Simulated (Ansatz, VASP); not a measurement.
**B3C2Br: VASP beside Ansatz**

```
B C Br
1.0
     4.82878    0.00000    0.00000
    -2.41439    4.18185    0.00000
     0.00000    0.00000    3.80630
B C Br
3 2 1
Direct
  0.50000 0.00000 0.50000
  0.50000 0.50000 0.50000
  0.00000 0.50000 0.50000
  0.33333 0.66667 0.00000
  0.66667 0.33333 0.00000
  0.00000 0.00000 0.00000
```

Change from the starting cell: species swapped into the CeGa3Pd2 type (P6/mmm, No. 191).

Alike in both runs: task single point; functional PBE; k mesh 6 × 6 × 4; occupations gaussian, width 0.1 eV; no spin polarisation.

|  | VASP | Ansatz |
| --- | --- | --- |
| version | VASP 6.6.1 | Ansatz 0.2.0 |
| potentials or method | VASP PAW PBE potentials, release 64 (B, C, Br), cutoff 520 eV | scalar-relativistic, plane waves, PAW |
| valence electrons in the cell | 24 | 24 |

|  | VASP | Ansatz | Ansatz less VASP |
| --- | --- | --- | --- |
| gap on the k mesh at the Fermi level (eV) | none | none | - |
| pressure (GPa) | -18.9 | -18.9 | +0.02 |
| traceless stress, the component that is largest in VASP (GPa) | -10.66 | -10.65 | +0.007 |

A gap of «none» marks a metal or a gap that the smearing closes.

The k mesh is coarse, so the values compare programs but aren't converged.
